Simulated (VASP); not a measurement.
# TaN (P-6m2) in VASP: notebook, part 2 of 2

VASP 6.6.1. Earlier steps stand in the parts before.

## (4) Relaxation of cell and atoms, PBE

This run uses another cell than the first one, of 10.78 Å³/atom, 0.987 times its volume.

Input file INCAR:

```
PREC = Accurate
ENCUT = 600
EDIFF = 1E-6
ISMEAR = 0
SIGMA = 0.1
LREAL = F
LASPH = T
NELM = 100
ALGO = Normal
ISIF = 3
LWAVE = F
LCHARG = F
GGA = PE
IBRION = 2
NSW = 100
EDIFFG = -0.005
```

Input file KPOINTS:

```
regular mesh
0
Gamma
  18 18 14
```

Input file POSCAR:

```
TaN
1.0
    2.9379988584      0.0000000000      0.0000000000
   -1.4689994292      2.5443816477      0.0000000000
    0.0000000000      0.0000000000      2.8830000000
Ta N
1 1
Direct
    0.3333333333      0.6666666667      0.5000000000
    0.0000000000      0.0000000000      0.0000000000
```

Potentials or basis: VASP PAW PBE potentials, release 64 (Ta_pv, N).

Command:

```sh
> cat potpaw_PBE.64/Ta_pv/POTCAR potpaw_PBE.64/N/POTCAR > POTCAR
> mpirun -np 1 vasp_std > vasp.out
```

OUTCAR:

```text
PREC = Accurate
   ENCUT = 600
   EDIFF = 1E-6
   ISMEAR = 0
   LREAL = F
   LASPH = T
   NELM = 100
   ISIF = 3
   GGA = PE
   IBRION = 2
   NSW = 100
   EDIFFG = -0.005

 ion  position               nearest neighbor table
   1  0.333  0.667  0.500-   2 2.23   2 2.23   2 2.23   2 2.23   2 2.23   2 2.23
   2  0.000  0.000  0.000-   1 2.23   1 2.23   1 2.23   1 2.23   1 2.23   1 2.23

  LATTYP: Found a hexagonal cell.
 ALAT       =     2.9379988584
 C/A-ratio  =     0.9812801635

  Lattice vectors:

 A1 = (   2.9379988584,   0.0000000000,   0.0000000000)
 A2 = (  -1.4689994292,   2.5443816477,   0.0000000000)
 A3 = (   0.0000000000,   0.0000000000,   2.8830000000)

Analysis of symmetry for initial positions (statically):
=====================================================================
 Subroutine PRICEL returns:
 Original cell was already a primitive cell.

 Routine SETGRP: Setting up the symmetry group for a
 hexagonal supercell.

 Subroutine GETGRP returns: Found 12 space group operations
 (whereof 12 operations were pure point group operations)
 out of a pool of 24 trial point group operations.

The static configuration has the point symmetry D_3h.

Analysis of symmetry for dynamics (positions and initial velocities):
[... 171 lines left out ...]
  external PRESSURE =      52.9315278 kB  Pullay stress =       0.0000000 kB
[... 95 lines left out ...]
--------------------------------------- Ionic step        4  -------------------------------------------

 number of electron      16.0000001 magnetization

 Free energy of the ion-electron system (eV)
  ---------------------------------------------------
  ext. energy  EPLUGINS =         0.00000000
  ---------------------------------------------------
  free energy    TOTEN  =       -22.44792537 eV

  energy without entropy =      -22.44767082  energy(sigma->0) =      -22.44779810

 E-fermi :   8.0923     XC(G=0): -13.2644

 val. band max:        8.0553376397   @ k =   0.0000   0.0000   0.4286
 cond. band min:       8.1219975472   @ k =   0.0556   0.0000   0.5000
 fundamental gap:      0.0666599075
 Fermi energy:         8.0923206298

 k-point     1 :       0.0000    0.0000    0.0000
  band No.  band energies     occupation
      1     -26.7958      2.00000
      2     -26.5353      2.00000
      3     -26.5353      2.00000
      4      -9.5680      2.00000
      5       3.6095      2.00000
      6       3.6095      2.00000
      7       3.9550      2.00000
      8       5.1828      2.00000
      9      10.2088      0.00000
     10      11.6082      0.00000
     11      11.6082      0.00000
     12      12.0154      0.00000
[... 331 lines left out ...]
 k-point    24 :       0.3889    0.1111    0.0000
  band No.  band energies     occupation
      1     -27.4551      2.00000
      2     -26.8243      2.00000
      3     -26.6605      2.00000
      4      -7.3242      2.00000
      5       0.1069      2.00000
      6       3.0318      2.00000
      7       3.8931      2.00000
      8       5.8479      2.00000
      9      10.3714      0.00000
     10      11.0998      0.00000
     11      12.5615      0.00000
     12      14.0337      0.00000

 [... further k-points ...]
[... 5 lines left out ...]
  --------------------------------------------------------------------------------------
  -------------------------------------------------------------------------------------
  Total        0.0078941      0.0078941      0.0000546      0.0000000      0.0000000      0.0000000
  in kB        0.5781965      0.5781965      0.0039985      0.0000000      0.0000000      0.0000000
  external PRESSURE =       0.3867972 kB  Pullay stress =       0.0000000 kB
[... 17 lines left out ...]
  FREE ENERGIE OF THE ION-ELECTRON SYSTEM (eV)
  ---------------------------------------------------
  free  energy   TOTEN  =       -22.4479253728 eV

  energy  without entropy=      -22.4476708248  energy(sigma->0) =      -22.44779810

 reached required accuracy - stopping structural energy minimisation
```

OSZICAR:

```text
N       E                     dE             d eps       ncg     rms          rms(c)
DAV:   1     0.982858879929E+02    0.98286E+02   -0.10095E+04  7104   0.157E+03
DAV:   2    -0.207446767349E+02   -0.11903E+03   -0.11270E+03  8128   0.371E+02
[... 28 lines left out ...]
   3 F= -.22447925E+02 E0= -.22447798E+02  d E =-.536491E-02
       N       E                     dE             d eps       ncg     rms          rms(c)
DAV:   1    -0.224479310956E+02   -0.57090E-05   -0.21739E-04  7248   0.195E-01    0.281E-02
DAV:   2    -0.224479264248E+02    0.46709E-05   -0.63114E-06  7244   0.292E-02    0.115E-02
DAV:   3    -0.224479252726E+02    0.11521E-05   -0.38721E-06  7512   0.226E-02    0.219E-03
DAV:   4    -0.224479253728E+02   -0.10019E-06   -0.39017E-08  3628   0.252E-03
   4 F= -.22447925E+02 E0= -.22447798E+02  d E =-.536535E-02
```

Wall time 48 s (1 thread of Intel Xeon 6975P-C (Granite Rapids), shared host); peak memory 0.23 GiB.

Results:

```yaml
Free_energy: -22.4479 eV
Relaxed_volume: 10.94 Å³/atom
Relaxed_cell: a = 2.951 Å, b = 2.951 Å, c = 2.900 Å, α = 90.00°, β = 90.00°, γ = 120.00°
Space_group_after_relaxing_to_0.05_Å: P-6m2 (No. 187)
Energy_gained_by_relaxing: 2.7 meV/atom
Ionic_steps: 4
Pressure_after_relaxing: 0.0 GPa
Band_gap_on_the_k_mesh: zero (band 8 reaches 8.31 eV, above the bottom of band 9 at 8.02 eV)
```

Step by step:
```
step  energy change (eV)  largest force (eV/Å)  pressure (GPa)  volume (Å³)
   1              0.0000                0.0000            5.29        21.55
   2              0.0246                0.0000          -11.37        22.68
   3             -0.0054                0.0000           -0.05        21.88
   4             -0.0054                0.0000            0.04        21.87
```

Final structure:
```xyz
2
Lattice="2.9514 0.0000 0.0000 -1.4757 2.5560 0.0000 0.0000 0.0000 2.8997" Properties=species:S:1:pos:R:3 pbc="T T T"
Ta    0.0000    1.7040    1.4499
N     0.0000    0.0000    0.0000
```

Caveat: spin-orbit coupling is left out, which moves the levels of the heavy elements. PBE usually gives volumes a little too large and moduli too small.

## (5) Single point, PBE, collinear spin, ferromagnetic start

This run uses another cell than the first one, of 10.78 Å³/atom, 0.987 times its volume.

Input file INCAR:

```
SYSTEM = TaN
  PREC = Accurate
  ENCUT = 520
  EDIFF = 1E-7
  ISMEAR = 0
  SIGMA = 0.1
  LREAL = .FALSE.
  LASPH = .TRUE.
  NELM = 150
  ALGO = Normal
  ISIF = 2
  LWAVE = .FALSE.
  LCHARG = .TRUE.
  ISPIN = 2
  MAGMOM = 1 0
  LORBIT = 11
  LMAXMIX = 4
  GGA = PE
  LELF = .TRUE.
  LVHAR = .TRUE.
  NBANDS = 19
```

Input file KPOINTS:

```
Automatic mesh
0
G
  6 6 6
  0 0 0
```

POSCAR is that of step 4.

Command:

```sh
> cat potpaw_PBE.64/Ta_pv/POTCAR potpaw_PBE.64/N/POTCAR > POTCAR
> mpirun -np 1 vasp_std > vasp.out
```

Wall time 41 s (1 thread of Intel Xeon Platinum 8259CL at 2.50GHz (Skylake/Cascade Lake), shared host); peak memory 0.15 GiB.

It converged, with:

- Free energy: -22.4414 eV
- Pressure: 5.4 GPa
- Band gap on the k mesh: zero (filled and empty bands overlap)
- Net moment: 0.00 μB per cell
- Valence electrons inside the program's atomic spheres: Ta 9.00; N 3.74

Stress tensor (GPa, compression positive):
```
5.02 0.00 0.00
0.00 5.02 0.00
0.00 0.00 6.19
```

Levels at points of the mesh, in eV from the Fermi level:
Spin up:
```csv
k point,band 5,band 6,band 7,band 8,band 9,band 10,band 11,band 12
"(0.00, 0.00, 0.00)",-4.76,-4.76,-4.41,-3.13,2.01,3.39,3.39,3.80
"(0.50, 0.00, 0.00)",-8.49,-5.39,-3.68,-3.39,2.81,3.82,5.02,5.10
"(0.00, 0.00, 0.50)",-9.55,-3.95,-3.95,-0.28,-0.28,2.20,3.13,3.13
"(0.50, 0.00, 0.50)",-7.52,-6.39,-5.89,-0.56,3.96,5.16,5.84,6.88
```
Spin down:
```tsv
k point	band 5	band 6	band 7	band 8	band 9	band 10	band 11	band 12
(0.00, 0.00, 0.00)	-4.76	-4.76	-4.41	-3.13	2.01	3.39	3.39	3.80
(0.50, 0.00, 0.00)	-8.49	-5.39	-3.68	-3.39	2.81	3.82	5.02	5.10
(0.00, 0.00, 0.50)	-9.55	-3.95	-3.95	-0.28	-0.28	2.20	3.13	3.13
(0.50, 0.00, 0.50)	-7.52	-6.39	-5.89	-0.56	3.96	5.16	5.84	6.88
```

Caveat: the k points lie up to 0.41 Å⁻¹ apart; spin-orbit coupling is left out, which moves the levels of the heavy elements.

## (6) Overview

```tsv
task	spin	cell	k mesh	cutoff (eV)	smearing	gap on the mesh (eV)	pressure (GPa)
single point	off	a = 2.950, b = 2.950, c = 2.898 Å, angles 90.0, 90.0, 120.0°, 2 atoms	15 × 15 × 12	520	gaussian 0.15 eV	none	0.7
single point	off	a = 2.950, b = 2.950, c = 2.898 Å, angles 90.0, 90.0, 120.0°, 2 atoms	18 × 18 × 14	520	gaussian 0.1 eV	none	0.7
relaxation of cell and atoms	off	relaxed from a = 2.938, b = 2.938, c = 2.883 Å, angles 90.0, 90.0, 120.0°, 2 atoms	18 × 18 × 14	600	gaussian 0.1 eV	none	0.0
single point	collinear, ferromagnetic start	a = 2.938, b = 2.938, c = 2.883 Å, angles 90.0, 90.0, 120.0°, 2 atoms	6 × 6 × 6	520	gaussian 0.1 eV	none	5.4
```

Alike in all rows: level PBE; potentials or basis VASP PAW PBE potentials, release 64 (Ta_pv, N).

Caveats: some runs use coarse meshes; spin-orbit coupling is left out, which moves the levels of the heavy elements.

Total energies depend on the potentials used, so only differences within one code and one set of settings carry meaning.
